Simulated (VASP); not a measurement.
# Ca (Im-3m) in VASP: notebook

Ca is run at these levels: PBE; tasks: single point, relaxation of cell and atoms.

Program: VASP 6.6.1. These are calculated values, not measurements. Logs are shortened: lines on timing, memory, paths and dates and some standing lists are left out, and cuts for length are marked.

### 1 The cell of the first run

It takes space group Im-3m (No. 229, cubic). The conventional cell has a = 4.034 Å, b = 4.034 Å, c = 4.034 Å, α = 90.00°, β = 90.00°, γ = 90.00°. Ca (site symmetry m-3m) has 14 Ca at 3.49 to 4.03 Å within 4.6 Å.

This isn't the form of Ca at room conditions, which is fcc.

### 2 Single point, PBE

Contents of INCAR:

```
  PREC = Accurate
  ENCUT = 520
  EDIFF = 1E-6
  ISMEAR = -1
  SIGMA = 0.08
  LREAL = False
  LASPH = True
  NELM = 100
  ALGO = Normal
  ISIF = 2
  LWAVE = False
  LCHARG = True
  GGA = PE
  LELF = True
  LVHAR = True
  NBANDS = 11
```

Contents of KPOINTS:

```
Automatic mesh
0
Gamma
  13 13 13
```

Contents of POSCAR:

```
Ca
1.0
   -2.0169423441      2.0169423441      2.0169423441
    2.0169423441     -2.0169423441      2.0169423441
    2.0169423441      2.0169423441     -2.0169423441
Ca
1
Direct
    0.0000000000      0.0000000000      0.0000000000
```

Potentials or basis: VASP PAW PBE potentials, release 64 (Ca_sv).

The run is started by

```
> cat potpaw_PBE.64/Ca_sv/POTCAR > POTCAR
> mpirun -np 1 vasp_std > vasp.out
```

OUTCAR:

```text
PREC = Accurate
   ENCUT = 520
   EDIFF = 1E-6
   ISMEAR = -1
   LREAL = False
   LASPH = True
   NELM = 100
   ISIF = 2
   GGA = PE

 ion  position               nearest neighbor table
   1  0.000  0.000  0.000-

  LATTYP: Found a body centered cubic cell.
 ALAT       =     4.0338846882

  Lattice vectors:

 A1 = (  -2.0169423441,   2.0169423441,   2.0169423441)
 A2 = (   2.0169423441,  -2.0169423441,   2.0169423441)
 A3 = (   2.0169423441,   2.0169423441,  -2.0169423441)

Analysis of symmetry for initial positions (statically):
=====================================================================
 Subroutine PRICEL returns:
 Original cell was already a primitive cell.

 Routine SETGRP: Setting up the symmetry group for a
 body centered cubic supercell.

 Subroutine GETGRP returns: Found 48 space group operations
 (whereof 48 operations were pure point group operations)
 out of a pool of 48 trial point group operations.

The static configuration has the point symmetry O_h .

Analysis of symmetry for dynamics (positions and initial velocities):
=====================================================================
 Subroutine PRICEL returns:
 Original cell was already a primitive cell.

 Routine SETGRP: Setting up the symmetry group for a
 body centered cubic supercell.

 Subroutine GETGRP returns: Found 48 space group operations
 (whereof 48 operations were pure point group operations)
 out of a pool of 48 trial point group operations.

The dynamic configuration has the point symmetry O_h .

 Subroutine INISYM returns: Found 48 space group operations
 (whereof 48 operations are pure point group operations),
 and found     1 'primitive' translations

----------------------------------------------------------------------------------------

                                     Primitive cell

  volume of cell :      32.8201

  direct lattice vectors                    reciprocal lattice vectors
    -2.016942344  2.016942344  2.016942344     0.000000000  0.247899996  0.247899996
     2.016942344 -2.016942344  2.016942344     0.247899996  0.000000000  0.247899996
     2.016942344  2.016942344 -2.016942344     0.247899996  0.247899996  0.000000000

  length of vectors
     3.493446616  3.493446616  3.493446616     0.350583537  0.350583537  0.350583537

  position of ions in fractional coordinates (direct lattice)
     0.000000000  0.000000000  0.000000000

  ion indices of the primitive-cell ions
   primitive index   ion index
                 1           1

----------------------------------------------------------------------------------------

 KPOINTS: Automatic mesh

Automatic generation of k-mesh.
 Grid dimensions read from file:
 generate k-points for:   13   13   13

 Generating k-lattice:

  Cartesian coordinates                     Fractional coordinates (reciprocal lattice)
     0.000000000  0.019069230  0.019069230     0.076923077  0.000000000  0.000000000
     0.019069230  0.000000000  0.019069230     0.000000000  0.076923077  0.000000000
     0.019069230  0.019069230  0.000000000     0.000000000  0.000000000  0.076923077

  Length of vectors
     0.026967964  0.026967964  0.026967964

  Shift w.r.t. Gamma in fractional coordinates (k-lattice)
     0.000000000  0.000000000  0.000000000

 Subroutine IBZKPT returns following result:
 ===========================================

 Found     84 irreducible k-points:

 Following reciprocal coordinates:
            Coordinates               Weight
  0.000000  0.000000  0.000000      1.000000
  0.076923  0.000000  0.000000     12.000000
  0.153846  0.000000  0.000000     12.000000
  0.230769  0.000000  0.000000     12.000000
  0.307692  0.000000  0.000000     12.000000
  0.384615  0.000000  0.000000     12.000000
[... 16 lines left out ...]
  0.153846  0.076923  0.076923     24.000000
  0.230769  0.076923  0.076923     24.000000
 [... further k-points ...]
   k-points           NKPTS =     84   k-points in BZ     NKDIM =     84   number of bands    NBANDS=     11
   number of dos      NEDOS =    301   number of ions     NIONS =      1
   total plane-waves  NPLWV =  21952
   dimension x,y,z NGX =    28 NGY =   28 NGZ =   28
   dimension x,y,z NGXF=    56 NGYF=   56 NGZF=   56
   ions per type =               1
   NGX,Y,Z   is equivalent  to a cutoff of  13.32, 13.32, 13.32 a.u.
   NGXF,Y,Z  is equivalent  to a cutoff of  26.65, 26.65, 26.65 a.u.
 SYSTEM =  unknown system
   PREC   = accura    normal or accurate (medium, high low for compatibility)
   ISTART =      0    job   : 0-new  1-cont  2-samecut
   ICHARG =      2    charge: 1-file 2-atom 10-const
   ISPIN  =      1    spin polarized calculation?
   LNONCOLLINEAR =      F non collinear calculations
   LSORBIT =      F    spin-orbit coupling
   LASPH  =      T    aspherical Exc in radial PAW
   ENCUT  =  520.0 eV  38.22 Ry    6.18 a.u.   6.50  6.50  6.50*2*pi/ulx,y,z
   NELM   =    100;   NELMIN=  2; NELMDL= -5     # of ELM steps
   EDIFF  = 0.1E-05   stopping-criterion for ELM
   LREAL  =      F    real-space projection
   EDIFFG = 0.1E-04   stopping-criterion for IOM
   NSW    =      0    number of steps for IOM
   IBRION =     -1    ionic relax: 0-MD 1-quasi-New 2-CG
   NFREE  =      0    steps in history (QN), initial steepest desc. (CG)
   ISIF   =      2    stress and relaxation
   ISYM   =      2    0-nonsym 1-usesym 2-fastsym
   POTIM  = 0.5000    time-step for ionic-motion
   TEBEG  =    0.0;   TEEND  =   0.0 temperature during run
   PSTRESS=    0.0 pullay stress
   NELECT =      10.0000    total number of electrons
   NUPDOWN=      -1.0000    fix difference up-down
   EMIN   =  10.00;   EMAX   =-10.00  energy-range for DOS
   EFERMI =   0.00;   METHOD = LEGACY
   ISMEAR =    -1;   SIGMA  =   0.08  broadening in eV -4-tet -1-fermi 0-gaus
   EFERMI_NEDOS =   21; number of points for ismear=-14 and -15
   IALGO  =     38    algorithm
   IMIX   =      4    mixing-type and parameters
     AMIX     =   0.40;   BMIX     =  1.00
     AMIX_MAG =   1.60;   BMIX_MAG =  1.00
  volume/ion in A,a.u.               =      32.82       221.48
  Fermi-wavevector in a.u.,A,eV,Ry     =   1.101610  2.081742 16.511288  1.213545
  Thomas-Fermi vector in A             =   2.238040
   LORBIT       =      0    0 simple, 1 ext, 2 COOP (PROOUT), +10 PAW based schemes
   GGA     = PE    functional components
   LHFCALC =     F    Hartree Fock is set to
   AEXX    =    0.0000 exact exchange contribution
   IVDW    =     0    specifies the selected vdW correction
   LEPSILON=     F    determine dielectric tensor
   LRPA    =     F    only Hartree local field effects (RPA)
 non-spin polarized calculation
  energy-cutoff  :      520.00
  volume of cell :       32.82
 maximum number of plane-waves:       935
 NGX is ok and might be reduce to    28
   NGX = 13   NGY = 13   NGZ = 13

 number of electron      10.0000000 magnetization

 number of electron       9.9999998 magnetization

 Free energy of the ion-electron system (eV)
  ---------------------------------------------------
  ext. energy  EPLUGINS =         0.00000000
  ---------------------------------------------------
  free energy    TOTEN  =        -1.77799524 eV

  energy without entropy =       -1.75593927  energy(sigma->0) =       -1.76696725

 E-fermi :   3.0824     XC(G=0):  -8.5514

 val. band max:        3.0582406140   @ k =  -0.4615  -0.4615   0.2308
 cond. band min:       3.1530121296   @ k =  -0.3846  -0.3846   0.0769
 fundamental gap:      0.0947715156
 Fermi energy:         3.0824375804

 k-point     1 :       0.0000    0.0000    0.0000
  band No.  band energies     occupation
      1     -38.3639      2.00000
      2     -19.2165      2.00000
      3     -19.2165      2.00000
      4     -19.2165      2.00000
      5      -1.3811      2.00000
      6       5.7668      0.00000
      7       5.7668      0.00000
      8       5.7668      0.00000
      9       7.1169      0.00000
     10       7.1169      0.00000
     11      14.6688      0.00000

 k-point     2 :       0.0769    0.0000    0.0000
  band No.  band energies     occupation
      1     -38.3613      2.00000
      2     -19.2367      2.00000
      3     -19.2227      2.00000
      4     -19.2166      2.00000
      5      -1.2472      2.00000
      6       5.6757      0.00000
      7       5.7126      0.00000
      8       5.8760      0.00000
      9       7.0035      0.00000
     10       7.1183      0.00000
     11      14.6726      0.00000

 k-point     3 :       0.1538    0.0000    0.0000
  band No.  band energies     occupation
      1     -38.3539      2.00000
      2     -19.2921      2.00000
      3     -19.2400      2.00000
      4     -19.2168      2.00000
      5      -0.8576      2.00000
      6       5.4392      0.00000
      7       5.4627      0.00000
      8       6.1960      0.00000
      9       6.8484      0.00000
     10       7.1335      0.00000
     11      14.3332      0.00000

 k-point     4 :       0.2308    0.0000    0.0000
  band No.  band energies     occupation
      1     -38.3436      2.00000
      2     -19.3691      2.00000
      3     -19.2642      2.00000
      4     -19.2172      2.00000
      5      -0.2490      2.00000
      6       4.9726      0.00000
      7       5.1379      0.00000
      8       6.7016      0.00000
      9       6.8658      0.00000
     10       7.1848      0.00000
     11      13.2918      0.00000
[... 239 lines left out ...]
 k-point    22 :       0.0769    0.0769    0.0769
  band No.  band energies     occupation
      1     -38.3497      2.00000
      2     -19.3302      2.00000
      3     -19.2307      2.00000
      4     -19.2307      2.00000
      5      -0.6065      2.00000
      6       5.2331      0.00000
      7       5.2331      0.00000
      8       6.4946      0.00000
      9       7.0156      0.00000
     10       7.0156      0.00000
     11      14.2379      0.00000

 k-point    23 :       0.1538    0.0769    0.0769
  band No.  band energies     occupation
      1     -38.3403      2.00000
      2     -19.3950      2.00000
      3     -19.2562      2.00000
      4     -19.2324      2.00000
      5      -0.0112      2.00000
      6       4.8044      0.00000
      7       4.9069      0.00000
      8       6.9782      0.00000
      9       7.0320      0.00000
     10       7.1787      0.00000
     11      13.2916      0.00000

 k-point    24 :       0.2308    0.0769    0.0769
  band No.  band energies     occupation
      1     -38.3304      2.00000
      2     -19.4572      2.00000
      3     -19.2886      2.00000
      4     -19.2343      2.00000
      5       0.7402      2.00000
      6       4.3130      0.00000
      7       4.6290      0.00000
      8       7.0701      0.00000
      9       7.3204      0.00000
     10       7.6452      0.00000
     11      11.9205      0.00000

 [... further k-points ...]

------------------------ aborting loop because EDIFF is reached ----------------------------------------

  FORCE on cell =-STRESS in cart. coord.  units (eV):
  Direction    XX          YY          ZZ          XY          YZ          ZX
  --------------------------------------------------------------------------------------
  -------------------------------------------------------------------------------------
  Total        1.2544823      1.2544823      1.2544823      0.0000000     -0.0000000      0.0000000
  in kB       61.2399301     61.2399301     61.2399301      0.0000000     -0.0000000      0.0000000
  external PRESSURE =      61.2399301 kB  Pullay stress =       0.0000000 kB

 VOLUME and BASIS-vectors are now :
 -----------------------------------------------------------------------------
  energy-cutoff  :      520.00
  volume of cell :       32.82
      direct lattice vectors                 reciprocal lattice vectors
    -2.016942344  2.016942344  2.016942344     0.000000000  0.247899996  0.247899996
     2.016942344 -2.016942344  2.016942344     0.247899996  0.000000000  0.247899996
     2.016942344  2.016942344 -2.016942344     0.247899996  0.247899996  0.000000000

 POSITION                                       TOTAL-FORCE (eV/Angst)
 -----------------------------------------------------------------------------------
      0.00000      0.00000      0.00000        -0.000000     -0.000000     -0.000000
 -----------------------------------------------------------------------------------
    total drift:                               -0.000000     -0.000000     -0.000000

  FREE ENERGIE OF THE ION-ELECTRON SYSTEM (eV)
  ---------------------------------------------------
  free  energy   TOTEN  =        -1.7779952412 eV

  energy  without entropy=       -1.7559392669  energy(sigma->0) =       -1.76696725
```

Run time: 14 s. Hardware: 1 thread of Intel Xeon 6975P-C (Granite Rapids), shared host; peak memory 0.17 GiB.

What came out:

```yaml
Free_energy: -1.7780 eV
Pressure: 6.1 GPa
Band_gap_on_the_k_mesh: zero (bands 5 and 6 overlap by 0.55 eV)
```

Caveat: the cell stands under pressure.

### 3 Single point, PBE

Contents of INCAR:

```
PREC     = Accurate       # precision mode
ENCUT    = 520            # plane-wave cutoff, eV
EDIFF    = 1E-6           # SCF threshold, eV
ISMEAR   = -1             # smearing method
SIGMA    = 0.08           # smearing width, eV
LREAL    = False          # projectors in reciprocal space
LASPH    = True           # aspherical terms in the spheres
NELM     = 80             # most SCF steps
ALGO     = Normal         # electronic algorithm
ISIF     = 2              # what is computed and relaxed
LWAVE    = False          # write WAVECAR
LCHARG   = False          # write CHGCAR
GGA      = PE             # functional
NBANDS   = 11             # bands
```

KPOINTS is that of step 2.

Contents of POSCAR:

```
Ca
1.0
   -2.0169423440      2.0169423440      2.0169423440
    2.0169423440     -2.0169423440      2.0169423440
    2.0169423440      2.0169423440     -2.0169423440
Ca
1
Direct
    0.0000000000      0.0000000000      0.0000000000
```

Potentials or basis: VASP PAW PBE potentials, release 64 (Ca_sv).

The run is started by

```
> cat potpaw_PBE.64/Ca_sv/POTCAR > POTCAR
> mpirun -np 1 vasp_std > vasp.out
```

Run time: 13 s. Hardware: 1 thread of Intel Xeon 6975P-C (Granite Rapids), shared host; peak memory 0.17 GiB.

Results (log left out):

```yaml
Free_energy: -1.7780 eV
Pressure: 6.1 GPa
Band_gap_on_the_k_mesh: zero (bands 5 and 6 overlap by 0.55 eV)
```

Levels at points of the mesh, in eV from the Fermi level:
| k point | band 2 | band 3 | band 4 | band 5 | band 6 | band 7 | band 8 | band 9 |
| --- | --- | --- | --- | --- | --- | --- | --- | --- |
| (0.00, 0.00, 0.00) | -22.30 | -22.30 | -22.30 | -4.46 | 2.68 | 2.68 | 2.68 | 4.03 |

Caveat: the cell stands under pressure.

### 4 Relaxation of cell and atoms, PBE, target pressure 6.1 GPa, at which the enthalpy is minimised

Contents of INCAR:

```
  PREC = Accurate
  ENCUT = 600
  EDIFF = 1E-6
  ISMEAR = -1
  SIGMA = 0.08
  LREAL = False
  LASPH = True
  NELM = 100
  ALGO = Normal
  ISIF = 3
  LWAVE = False
  LCHARG = False
  GGA = PE
  IBRION = 2
  NSW = 32
  EDIFFG = -0.005
  PSTRESS = 61.0
```

KPOINTS is that of step 3.

POSCAR is that of step 3.

The run is started by

```
> cat potpaw_PBE.64/Ca_sv/POTCAR > POTCAR
> mpirun -np 1 vasp_std > vasp.out
```

Run time: 16 s. Hardware: 1 thread of Intel Xeon 6975P-C (Granite Rapids), shared host; peak memory 0.18 GiB.

Results (log left out):

- Free energy: -1.7795 eV
- Relaxed volume: 32.86 Å³/atom
- Relaxed cell: a = 3.495 Å, b = 3.495 Å, c = 3.495 Å, α = 109.47°, β = 109.47°, γ = 109.47°
- Space group after relaxing (to 0.1 Å): Im-3m (No. 229)
- Energy change on relaxing (the run minimises the enthalpy): -1.5 meV/atom
- Ionic steps: 2
- Pressure after relaxing: 6.1 GPa
- Band gap on the k mesh: zero (bands 5 and 6 overlap by 0.55 eV)

Step by step:
```csv
step,energy change (eV),largest force (eV/Å),pressure (GPa),volume (Å³)
1,0.0000,0.0000,6.14,32.82
2,-0.0015,0.0000,6.12,32.86
```

Final structure:
```yaml
crystal:
  lattice:
    - [-2.01775, 2.01775, 2.01775]
    - [2.01775, -2.01775, 2.01775]
    - [2.01775, 2.01775, -2.01775]
  atoms:
    - { symbol: Ca, position: [0.00000, 0.00000, 0.00000] }
```

Levels at points of the mesh, in eV from the Fermi level:
```csv
k point,band 1,band 2,band 3,band 4,band 5,band 6,band 7,band 8,band 9
"(0.00, 0.00, 0.00)",-41.45,-22.30,-22.30,-22.30,-4.46,2.68,2.68,2.68,4.03
```

Caveat: the cell is relaxed towards a set pressure, so the run minimises the enthalpy, not the energy.

### 5 Relaxation of cell and atoms, PBE, target pressure 6.1 GPa, at which the enthalpy is minimised

This run uses another cell than the first one, of 33.15 Å³/atom.

Contents of INCAR:

```
SYSTEM = Ca
ALGO     = Normal         ! electronic algorithm
EDIFF    = 1E-7           ! SCF threshold, eV
EDIFFG   = -0.005         ! ionic threshold
ENCUT    = 600            ! plane-wave cutoff, eV
GGA      = PE             ! functional
IBRION   = 2              ! ionic algorithm
ISIF     = 3              ! what is computed and relaxed
ISMEAR   = -1             ! smearing method
LASPH    = .True.         ! aspherical terms in the spheres
LCHARG   = .False.        ! write CHGCAR
LREAL    = .False.        ! projectors in reciprocal space
LWAVE    = .False.        ! write WAVECAR
NELM     = 100            ! most SCF steps
NSW      = 60             ! ionic steps
PREC     = Accurate       ! precision mode
PSTRESS  = 61.0         
SIGMA    = 0.08           ! smearing width, eV
```

Contents of KPOINTS:

```
k-points
0
Gamma
  13 13 13
  0 0 0
```

Contents of POSCAR:

```
Ca
1.0
   -2.0236357829      2.0236357829      2.0236357829
    2.0236357829     -2.0236357829      2.0236357829
    2.0236357829      2.0236357829     -2.0236357829
Ca
1
Direct
    0.0000000000      0.0000000000      0.0000000000
```

The run is started by

```
> cat potpaw_PBE.64/Ca_sv/POTCAR > POTCAR
> mpirun -np 1 vasp_std > vasp.out
```

Wall time 25 s (1 thread of Intel Xeon 6975P-C (Granite Rapids), shared host); peak memory 0.18 GiB.

The run converged. Its results:

| Item | Value |
| --- | --- |
| Free energy | -1.7795 eV |
| Relaxed volume | 32.86 Å³/atom |
| Relaxed cell | a = 3.495 Å, b = 3.495 Å, c = 3.495 Å, α = 109.47°, β = 109.47°, γ = 109.47° |
| Space group after relaxing (to 0.1 Å) | Im-3m (No. 229) |
| Energy change on relaxing (the run minimises the enthalpy) | +10.8 meV/atom |
| Ionic steps | 2 |
| Pressure after relaxing | 6.1 GPa |
| Band gap on the k mesh | zero (bands 5 and 6 overlap by 0.55 eV) |

The path:
```
step  energy change (eV)  largest force (eV/Å)  pressure (GPa)  volume (Å³)
   1              0.0000                0.0000            5.81        33.15
   2              0.0108                0.0000            6.10        32.86
```

Final structure:
```cif
data_structure
_symmetry_space_group_name_H-M 'P 1'
_symmetry_Int_Tables_number 1
_cell_length_a 3.4948
_cell_length_b 3.4948
_cell_length_c 3.4948
_cell_angle_alpha 109.471
_cell_angle_beta 109.471
_cell_angle_gamma 109.471
_cell_volume 32.86
loop_
_atom_site_label
_atom_site_type_symbol
_atom_site_fract_x
_atom_site_fract_y
_atom_site_fract_z
_atom_site_occupancy
Ca1 Ca 0.00000 0.00000 0.00000 1
```

Levels at points of the mesh, in eV from the Fermi level:
```tsv
k point	band 3	band 4	band 5	band 6	band 7	band 8
(0.00, 0.00, 0.00)	-22.30	-22.30	-4.46	2.68	2.68	2.68
```

Caveat: the cell is relaxed towards a set pressure, so the run minimises the enthalpy, not the energy.

### 6 Summary

| task | cell | cutoff (eV) | gap on the mesh (eV) | pressure (GPa) |
| --- | --- | --- | --- | --- |
| single point | a = 3.493 Å, angles 109.5°, 1 atom | 520 | none | 6.1 |
| relaxation of cell and atoms | relaxed to 6.1 GPa from a = 3.493 Å, angles 109.5°, 1 atom | 600 | none | 6.1 |
| relaxation of cell and atoms | relaxed to 6.1 GPa from a = 3.505 Å, angles 109.5°, 1 atom | 600 | none | 6.1 |

Alike in all rows: level PBE; potentials or basis VASP PAW PBE potentials, release 64 (Ca_sv); no spin polarisation; k mesh 13 × 13 × 13; smearing fermi-dirac 0.08 eV.

Caveats: the cell is relaxed towards a set pressure, so the run minimises the enthalpy, not the energy (at least some runs); the cell stands under pressure (at least some runs).

Absolute energies hang on the potentials; compare differences alone.
